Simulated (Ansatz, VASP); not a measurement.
# One calculation of ZrB, two programs

Contents of POSCAR:

```
ZrB
1.0
    0.0000000000      2.4348303887      2.4348303887
    2.4348303887      0.0000000000      2.4348303887
    2.4348303887      2.4348303887      0.0000000000
Zr B
1 1
Direct
    0.5000000000      0.5000000000      0.5000000000
    0.0000000000      0.0000000000      0.0000000000
```

The input INCAR.step1:

```
ALGO = Normal
EDIFF = 1E-5
ENCUT = 550
GGA = PE
GGA_COMPAT = False
ISMEAR = 0
LASPH = True
LCHARG = False
LREAL = False
LWAVE = True
NBANDS = 14
NELM = 120
PREC = Accurate
SIGMA = 0.05
```

File INCAR.step2:

```
ALGO = Normal
BPARAM = 11.95
CPARAM = 0.0093
EDIFF = 1E-6
ENCUT = 550
GGA_COMPAT = False
ISIF = 2
ISMEAR = 0
ISTART = 1
IVDW_NL = 2
LASPH = True
LCHARG = False
LMIXTAU = True
LREAL = False
LUSE_VDW = True
LWAVE = False
METAGGA = R2SCAN
NBANDS = 14
NELM = 120
PREC = Accurate
SIGMA = 0.05
```

The input KPOINTS:

```
k-points
0
Gamma
  8 8 8
```

Input for Ansatz:

```yaml
crystal:
  lattice:
    - [0.0, 2.4348303887, 2.4348303887]
    - [2.4348303887, 0.0, 2.4348303887]
    - [2.4348303887, 2.4348303887, 0.0]
  atoms:
    - { symbol: Zr, position: [0.5, 0.5, 0.5] }
    - { symbol: B, position: [0.0, 0.0, 0.0] }
basis:
  ecutwfc: 500
  ecutrho_ratio: 4
kpoints:
  mp_grid: { grid: [8, 8, 8] }
hamiltonian:
  xc: r2scan
  dispersion: rvv10
scf:
  occupations: { method: gaussian, width: 0.05 }
output:
  forces: true
  stress: true
  eigenvalues: true
```

Alike in both runs: task single point; functional r2SCAN; dispersion rVV10; k mesh 8 × 8 × 8; occupations gaussian, width 0.05 eV; no spin polarisation.

|  | VASP | Ansatz |
| --- | --- | --- |
| version | VASP 6.6.1 | Ansatz 0.2.0 |
| potentials or method | VASP PAW PBE potentials, release 64 (Zr_sv, B), cutoff 550 eV | scalar-relativistic, plane waves, PAW |
| valence electrons in the cell | 15 | 15 |

|  | VASP | Ansatz | Ansatz less VASP |
| --- | --- | --- | --- |
| gap on the k mesh at the Fermi level (eV) | none | none | - |
| pressure (GPa) | 3.7 | 3.5 | -0.19 |

VASP's potentials were made for PBE, not for r2SCAN. A gap of «none» marks a metal or a gap that the smearing closes.
